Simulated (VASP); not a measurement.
Crystal: PtS2.

```
CELL_PARAMETERS angstrom
3.54320 0.00000 0.00000
-1.77160 3.06850 0.00000
0.00000 0.00000 5.03880
ATOMIC_POSITIONS crystal
Pt 0.00000 0.00000 0.00000
S 0.33333 0.66667 0.22700
S 0.66667 0.33333 0.77300
```

| Quantity | Value |
| --- | --- |
| Program | VASP 6.6.1 |
| Task | relaxation of cell and atoms |
| Functional | PBE |
| Potentials or basis | VASP PAW PBE potentials, release 64 (Pt_sv_GW, S) |
| Cutoff | 570 eV |
| k mesh | 9 × 9 × 6 |
| Occupations | fermi-dirac, width 0.05 eV |
| Spin | no spin polarisation |

At the start: pressure 10.8 GPa; volume 18.26 Å³/atom.

Task: Where does the relaxation end?

Result: Over 15 steps the energy falls by 49.8 meV/atom and the volume is 20.09 Å³/atom (+10.0 %); space group P-3m1 (No. 164, to 0.1 Å) before and after.

The path:
```tsv
step	energy change (eV)	largest force (eV/Å)	pressure (GPa)	volume (Å³)
1	0.0000	1.2281	10.79	54.78
2	0.2472	1.3527	-12.95	65.12
3	-0.1328	0.0698	-0.53	58.30
4	-0.1331	0.1071	-0.18	58.16
5	-0.1330	0.1265	-0.01	58.09
6	-0.1396	0.0421	0.12	58.08
7	-0.1426	0.0684	0.25	58.07
8	-0.1434	0.0964	-0.11	58.34
9	-0.1438	0.1151	-0.31	58.53
10	-0.1440	0.1520	-0.70	58.90
11	-0.1442	0.1495	-0.69	58.93
12	-0.1447	0.1419	-0.65	59.02
13	-0.1458	0.1269	-0.56	59.20
14	-0.1474	0.0957	-0.41	59.56
15	-0.1494	0.0294	-0.06	60.27
```

Final structure:
```yaml
crystal:
  lattice:
    - [3.58006, 0.00000, 0.00000]
    - [-1.79003, 3.10042, 0.00000]
    - [0.00000, 0.00000, 5.42968]
  atoms:
    - { symbol: Pt, position: [0.00000, 0.00000, 0.00000] }
    - { symbol: S, position: [0.33333, 0.66667, 0.22494] }
    - { symbol: S, position: [0.66667, 0.33333, 0.77506] }
```

Caveat: this functional lacks dispersion, which binds layers or chains, so the pressure and a relaxed spacing across them are unreliable; the relaxation stopped at a loose force limit of 0.05 eV/Å, so its end isn't a converged minimum.
